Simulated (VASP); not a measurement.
# Au (I4/mmm) in VASP: relaxation of cell and atoms with PBEsol

Aim: the relaxation of cell and atoms of Au with PBEsol.

All numbers are computed with VASP 6.6.1; they aren't measurements. Logs are shortened: lines on timing, memory, paths and dates and some standing lists are left out, and cuts for length are marked.

### Step 1. The cell of the first run

The structure is tetragonal, space group I4/mmm (No. 139). Conventional cell: a = 3.380 Å, b = 3.380 Å, c = 2.988 Å, α = 90.00°, β = 90.00°, γ = 90.00°. Au (site symmetry 4/mmm) has 14 Au at 2.82 to 3.38 Å within 3.7 Å.

### Step 2. Relaxation of cell and atoms, PBEsol

File INCAR:

```
SYSTEM = Au
  PREC = Accurate
  ENCUT = 600
  EDIFF = 1E-6
  ISMEAR = 0
  SIGMA = 0.1
  LREAL = .FALSE.
  LASPH = .TRUE.
  NELM = 100
  ALGO = Normal
  ISIF = 3
  LWAVE = .FALSE.
  LCHARG = .FALSE.
  GGA = PS
  IBRION = 2
  NSW = 80
  EDIFFG = -0.01
```

File KPOINTS:

```
regular mesh
0
G
  18 18 18
  0 0 0
```

File POSCAR:

```
Au
1.0
   -1.6899011207      1.6899011207      1.4941241365
    1.6899011207     -1.6899011207      1.4941241365
    1.6899011207      1.6899011207     -1.4941241365
Au
1
Direct
    0.0000000000      0.0000000000      0.0000000000
```

Potentials or basis: VASP PAW PBE potentials, release 64 (Au).

Run with:

```sh
$ cat potpaw_PBE.64/Au/POTCAR > POTCAR
$ mpirun -np 1 vasp_std > vasp.out
```

OUTCAR:

```text
SYSTEM = Au
   PREC = Accurate
   ENCUT = 600
   EDIFF = 1E-6
   ISMEAR = 0
   LREAL = .FALSE.
   LASPH = .TRUE.
   NELM = 100
   ISIF = 3
   GGA = PS
   IBRION = 2
   NSW = 80
   EDIFFG = -0.01

 ion  position               nearest neighbor table
   1  0.000  0.000  0.000-

  LATTYP: Found a body centered tetragonal cell.
 ALAT       =     3.3798022414
 C/A-ratio  =     0.8841488524

  Lattice vectors:

 A1 = (  -1.6899011207,   1.6899011207,   1.4941241365)
 A2 = (   1.6899011207,  -1.6899011207,   1.4941241365)
 A3 = (   1.6899011207,   1.6899011207,  -1.4941241365)

Analysis of symmetry for initial positions (statically):
=====================================================================
 Subroutine PRICEL returns:
 Original cell was already a primitive cell.

 Routine SETGRP: Setting up the symmetry group for a
 body centered tetragonal supercell.

 Subroutine GETGRP returns: Found 16 space group operations
 (whereof 16 operations were pure point group operations)
 out of a pool of 16 trial point group operations.

The static configuration has the point symmetry D_4h.

Analysis of symmetry for dynamics (positions and initial velocities):
=====================================================================
 Subroutine PRICEL returns:
 Original cell was already a primitive cell.

 Routine SETGRP: Setting up the symmetry group for a
 body centered tetragonal supercell.

 Subroutine GETGRP returns: Found 16 space group operations
 (whereof 16 operations were pure point group operations)
 out of a pool of 16 trial point group operations.

The dynamic configuration has the point symmetry D_4h.

 Subroutine INISYM returns: Found 16 space group operations
 (whereof 16 operations are pure point group operations),
 and found     1 'primitive' translations

----------------------------------------------------------------------------------------

                                     Primitive cell

  volume of cell :      17.0675

  direct lattice vectors                    reciprocal lattice vectors
    -1.689901121  1.689901121  1.494124136     0.000000000  0.295875299  0.334644216
     1.689901121 -1.689901121  1.494124136     0.295875299  0.000000000  0.334644216
     1.689901121  1.689901121 -1.494124136     0.295875299  0.295875299  0.000000000

  length of vectors
     2.818499340  2.818499340  2.818499340     0.446686628  0.446686628  0.418430861

  position of ions in fractional coordinates (direct lattice)
     0.000000000  0.000000000  0.000000000

  ion indices of the primitive-cell ions
   primitive index   ion index
                 1           1

----------------------------------------------------------------------------------------

 KPOINTS: regular mesh

Automatic generation of k-mesh.
 Grid dimensions read from file:
 generate k-points for:   18   18   18

 Generating k-lattice:

  Cartesian coordinates                     Fractional coordinates (reciprocal lattice)
     0.000000000  0.016437517  0.018591345     0.055555556  0.000000000 -0.000000000
     0.016437517  0.000000000  0.018591345     0.000000000  0.055555556 -0.000000000
     0.016437517  0.016437517  0.000000000     0.000000000  0.000000000  0.055555556

  Length of vectors
     0.024815924  0.024815924  0.023246159

  Shift w.r.t. Gamma in fractional coordinates (k-lattice)
     0.000000000  0.000000000  0.000000000

 Subroutine IBZKPT returns following result:
 ===========================================

 Found    480 irreducible k-points:

 Following reciprocal coordinates:
            Coordinates               Weight
  0.000000  0.000000  0.000000      1.000000
  0.055556  0.000000  0.000000      8.000000
  0.111111  0.000000  0.000000      8.000000
  0.166667 -0.000000  0.000000      8.000000
  0.222222  0.000000 -0.000000      8.000000
  0.277778  0.000000 -0.000000      8.000000
[... 16 lines left out ...]
 -0.277778  0.055556  0.000000     16.000000
 -0.222222  0.055556  0.000000     16.000000
 [... further k-points ...]
   k-points           NKPTS =    480   k-points in BZ     NKDIM =    480   number of bands    NBANDS=      9
   number of dos      NEDOS =    301   number of ions     NIONS =      1
   total plane-waves  NPLWV =  13824
   dimension x,y,z NGX =    24 NGY =   24 NGZ =   24
   dimension x,y,z NGXF=    48 NGYF=   48 NGZF=   48
   ions per type =               1
   NGX,Y,Z   is equivalent  to a cutoff of  14.16, 14.16, 14.16 a.u.
   NGXF,Y,Z  is equivalent  to a cutoff of  28.31, 28.31, 28.31 a.u.
 SYSTEM =  Au
   PREC   = accura    normal or accurate (medium, high low for compatibility)
   ISTART =      0    job   : 0-new  1-cont  2-samecut
   ICHARG =      2    charge: 1-file 2-atom 10-const
   ISPIN  =      1    spin polarized calculation?
   LNONCOLLINEAR =      F non collinear calculations
   LSORBIT =      F    spin-orbit coupling
   LASPH  =      T    aspherical Exc in radial PAW
   ENCUT  =  600.0 eV  44.10 Ry    6.64 a.u.   5.63  5.63  5.63*2*pi/ulx,y,z
   NELM   =    100;   NELMIN=  2; NELMDL= -5     # of ELM steps
   EDIFF  = 0.1E-05   stopping-criterion for ELM
   LREAL  =      F    real-space projection
   EDIFFG = -.1E-01   stopping-criterion for IOM
   NSW    =     80    number of steps for IOM
   IBRION =      2    ionic relax: 0-MD 1-quasi-New 2-CG
   NFREE  =      1    steps in history (QN), initial steepest desc. (CG)
   ISIF   =      3    stress and relaxation
   ISYM   =      2    0-nonsym 1-usesym 2-fastsym
   POTIM  = 0.5000    time-step for ionic-motion
   TEBEG  =    0.0;   TEEND  =   0.0 temperature during run
   PSTRESS=    0.0 pullay stress
   NELECT =      11.0000    total number of electrons
   NUPDOWN=      -1.0000    fix difference up-down
   EMIN   =  10.00;   EMAX   =-10.00  energy-range for DOS
   EFERMI =   0.00;   METHOD = LEGACY
   ISMEAR =     0;   SIGMA  =   0.10  broadening in eV -4-tet -1-fermi 0-gaus
   EFERMI_NEDOS =   21; number of points for ismear=-14 and -15
   IALGO  =     38    algorithm
   IMIX   =      4    mixing-type and parameters
     AMIX     =   0.40;   BMIX     =  1.00
     AMIX_MAG =   1.60;   BMIX_MAG =  1.00
  volume/ion in A,a.u.               =      17.07       115.18
  Fermi-wavevector in a.u.,A,eV,Ry     =   1.414108  2.672277 27.207597  1.999702
  Thomas-Fermi vector in A             =   2.535684
   LORBIT       =      0    0 simple, 1 ext, 2 COOP (PROOUT), +10 PAW based schemes
   GGA     = PS    functional components
   LHFCALC =     F    Hartree Fock is set to
   AEXX    =    0.0000 exact exchange contribution
   IVDW    =     0    specifies the selected vdW correction
   LEPSILON=     F    determine dielectric tensor
   LRPA    =     F    only Hartree local field effects (RPA)
 conjugate gradient relaxation of ions
 non-spin polarized calculation
 Gauss-broadening in eV      SIGMA  =   0.10
  energy-cutoff  :      600.00
  volume of cell :       17.07
 maximum number of plane-waves:       590
   NGX = 11   NGY = 11   NGZ = 11

--------------------------------------- Ionic step        1  -------------------------------------------

 number of electron      11.0000001 magnetization

 Free energy of the ion-electron system (eV)
  ---------------------------------------------------
  ext. energy  EPLUGINS =         0.00000000
  ---------------------------------------------------
  free energy    TOTEN  =        -3.90743470 eV

  energy without entropy =       -3.90640226  energy(sigma->0) =       -3.90691848

------------------------ aborting loop because EDIFF is reached ----------------------------------------

  FORCE on cell =-STRESS in cart. coord.  units (eV):
  Direction    XX          YY          ZZ          XY          YZ          ZX
  --------------------------------------------------------------------------------------
  -------------------------------------------------------------------------------------
  Total       -0.0040066     -0.0040066     -0.0669017      0.0000000      0.0000000      0.0000000
  in kB       -0.3761087     -0.3761087     -6.2802722      0.0000000      0.0000000      0.0000000
  external PRESSURE =      -2.3441632 kB  Pullay stress =       0.0000000 kB
[... 86 lines left out ...]
  FREE ENERGIE OF THE ION-ELECTRON SYSTEM (eV)
  ---------------------------------------------------
  free  energy   TOTEN  =        -3.9075251156 eV

  energy  without entropy=       -3.9064776077  energy(sigma->0) =       -3.90700136

[... ionic steps 4 to 7 ...]

--------------------------------------- Ionic step        8  -------------------------------------------

 number of electron      11.0000001 magnetization

------------------------ aborting loop because EDIFF is reached ----------------------------------------

  FORCE on cell =-STRESS in cart. coord.  units (eV):
  Direction    XX          YY          ZZ          XY          YZ          ZX
  --------------------------------------------------------------------------------------
  -------------------------------------------------------------------------------------
  Total        0.0121180      0.0121180      0.0130176      0.0000000      0.0000000      0.0000000
  in kB        1.1384740      1.1384740      1.2229943      0.0000000      0.0000000      0.0000000
  external PRESSURE =       1.1666474 kB  Pullay stress =       0.0000000 kB
[... 55 lines left out ...]
  energy  without entropy=       -3.9068508950  energy(sigma->0) =       -3.90752678

--------------------------------------- Ionic step       10  -------------------------------------------

 number of electron      11.0000001 magnetization

 Free energy of the ion-electron system (eV)
  ---------------------------------------------------
  ext. energy  EPLUGINS =         0.00000000
  ---------------------------------------------------
  free energy    TOTEN  =        -3.90822359 eV

  energy without entropy =       -3.90687831  energy(sigma->0) =       -3.90755095

 E-fermi :   9.3305     XC(G=0): -12.8748

 val. band max:        9.3235372010   @ k =  -0.2222  -0.2778   0.0556
 cond. band min:       9.3546929871   @ k =  -0.2222   0.4444   0.1667
 fundamental gap:      0.0311557861
 Fermi energy:         9.3305025971

 k-point     1 :       0.0000    0.0000    0.0000
  band No.  band energies     occupation
      1      -0.6476      2.00000
      2       3.8050      2.00000
      3       4.8904      2.00000
      4       4.8904      2.00000
      5       5.4818      2.00000
      6       6.8104      2.00000
      7      24.7605      0.00000
      8      24.7605      0.00000
      9      27.9667      0.00000
[... 265 lines left out ...]
 k-point    24 :      -0.2222    0.0556    0.0000
  band No.  band energies     occupation
      1       0.7472      2.00000
      2       3.7972      2.00000
      3       4.6186      2.00000
      4       5.4311      2.00000
      5       5.8204      2.00000
      6       6.5126      2.00000
      7      23.8985      0.00000
      8      24.9042      0.00000
      9      26.0819      0.00000

 [... further k-points ...]
[... 5 lines left out ...]
  --------------------------------------------------------------------------------------
  -------------------------------------------------------------------------------------
  Total       -0.0014158     -0.0014158     -0.0012170      0.0000000     -0.0000000      0.0000000
  in kB       -0.1329355     -0.1329355     -0.1142684      0.0000000     -0.0000000      0.0000000
  external PRESSURE =      -0.1267131 kB  Pullay stress =       0.0000000 kB
[... 16 lines left out ...]
  FREE ENERGIE OF THE ION-ELECTRON SYSTEM (eV)
  ---------------------------------------------------
  free  energy   TOTEN  =        -3.9082235888 eV

  energy  without entropy=       -3.9068783094  energy(sigma->0) =       -3.90755095

 reached required accuracy - stopping structural energy minimisation
```

Run time: 2.1 min. Hardware: 1 thread of Intel Xeon 6975P-C, shared host; peak memory 0.24 GiB.

What came out:

```
Free energy                            : -3.9082 eV
Relaxed volume                         : 17.06 Å³/atom
Relaxed cell                           : a = 2.823 Å, b = 2.823 Å, c = 2.823 Å, α = 105.68°, β = 105.68°, γ = 117.34°
Space group after relaxing (to 0.05 Å) : I4/mmm (No. 139)
Energy gained by relaxing              : 0.8 meV/atom
Ionic steps                            : 10
Pressure after relaxing                : 0.0 GPa
```

The path:
| step | energy change (eV) | largest force (eV/Å) | pressure (GPa) | volume (Å³) |
| --- | --- | --- | --- | --- |
| 1 | 0.0000 | 0.0000 | -0.23 | 17.07 |
| 2 | -0.0001 | 0.0000 | 0.43 | 17.01 |
| 3 | -0.0001 | 0.0000 | 0.29 | 17.02 |
| 4 | -0.0002 | 0.0000 | 0.27 | 17.02 |
| 5 | -0.0005 | 0.0000 | 0.18 | 17.03 |
| 6 | -0.0008 | 0.0000 | 0.11 | 17.05 |
| 7 | -0.0008 | 0.0000 | 0.11 | 17.05 |
| 8 | -0.0008 | 0.0000 | 0.12 | 17.05 |
| 9 | -0.0008 | 0.0000 | -0.25 | 17.09 |
| 10 | -0.0008 | 0.0000 | -0.01 | 17.06 |

Final structure:
```cif
data_structure
_symmetry_space_group_name_H-M 'P 1'
_symmetry_Int_Tables_number 1
_cell_length_a 2.8227
_cell_length_b 2.8227
_cell_length_c 2.8227
_cell_angle_alpha 105.684
_cell_angle_beta 105.684
_cell_angle_gamma 117.344
_cell_volume 17.06
loop_
_atom_site_label
_atom_site_type_symbol
_atom_site_fract_x
_atom_site_fract_y
_atom_site_fract_z
_atom_site_occupancy
Au1 Au 0.00000 0.00000 0.00000 1
```

Caveat: the PAW data sets were made with another functional, which shifts forces and pressure a little; spin-orbit coupling is left out, which moves the levels of the heavy elements.
